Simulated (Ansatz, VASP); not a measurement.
**WC: VASP beside Ansatz**

Contents of POSCAR:

```
WC
1.0
    0.0000000000      2.1926840000      2.1926840000
    2.1926840000      0.0000000000      2.1926840000
    2.1926840000      2.1926840000      0.0000000000
W C
1 1
Direct
   -0.0199527155     -0.0199527155      0.0199527155
    0.5000000000      0.5000000000      0.5000000000
```

Contents of INCAR.step1:

```
ALGO     = Normal         # electronic algorithm
EDIFF    = 1E-4           # SCF threshold, eV
ENCUT    = 520            # plane-wave cutoff, eV
GGA      = PE             # functional
ISMEAR   = 0              # smearing method
LASPH    = True           # aspherical terms in the spheres
LCHARG   = False          # write CHGCAR
LREAL    = False          # projectors in reciprocal space
LWAVE    = True           # write WAVECAR
NBANDS   = 16             # bands
NELM     = 100            # most SCF steps
PREC     = Accurate       # precision mode
SIGMA    = 0.15           # smearing width, eV
```

INCAR.step2

```
ALGO     = Normal         # electronic algorithm
EDIFF    = 1E-6           # SCF threshold, eV
ENCUT    = 520            # plane-wave cutoff, eV
ISIF     = 2              # what is computed and relaxed
ISMEAR   = 0              # smearing method
ISTART   = 1            
LASPH    = True           # aspherical terms in the spheres
LCHARG   = True           # write CHGCAR
LELF     = True           # ELF
LMIXTAU  = True         
LREAL    = False          # projectors in reciprocal space
LVHAR    = True         
LWAVE    = False          # write WAVECAR
METAGGA  = R2SCAN         # meta-GGA
NBANDS   = 16             # bands
NELM     = 100            # most SCF steps
PREC     = Accurate       # precision mode
SIGMA    = 0.15           # smearing width, eV
```

Contents of KPOINTS:

```
k-points
0
Gamma
  18 18 18
```

Input for Ansatz:

```yaml
crystal:
  lattice:
    - [0.0, 2.192684, 2.192684]
    - [2.192684, 0.0, 2.192684]
    - [2.192684, 2.192684, 0.0]
  atoms:
    - { symbol: W, position: [-0.0199527155, -0.0199527155, 0.0199527155] }
    - { symbol: C, position: [0.5, 0.5, 0.5] }
basis:
  ecutwfc: 500
kpoints:
  mp_grid: { grid: [18, 18, 18] }
hamiltonian:
  xc: r2scan
scf:
  occupations: { method: gaussian, width: 0.15 }
output:
  forces: true
  stress: true
  eigenvalues: true
```

Change from the starting cell: all W atoms moved +0.087 Å, as atom 1 towards its neighbour atom 2 (C) at 2.193 Å.

Alike in both runs: task single point; functional r2SCAN; k mesh 18 × 18 × 18; occupations gaussian, width 0.15 eV; no spin polarisation.

```csv
,VASP,Ansatz
version,VASP 6.6.1,Ansatz 0.2.0
potentials or method,"VASP PAW PBE potentials, release 64 (W_sv, C), cutoff 520 eV","scalar-relativistic, plane waves, PAW"
valence electrons in the cell,18,18
```

```csv
,VASP,Ansatz,Ansatz less VASP
gap on the k mesh at the Fermi level (eV),none,none,-
pressure (GPa),-2.4,-4.0,-1.62
"traceless stress, the component that is largest in VASP (GPa)",2.77,2.68,-0.089
rms of the force components (eV/Å),0.302,0.298,-0.0040
```

VASP's potentials were made for PBE, not for r2SCAN. Atom by atom the forces differ by 0.004 eV/Å (rms over components). A gap of «none» marks a metal or a gap that the smearing closes.

Neither program's run includes spin-orbit coupling.
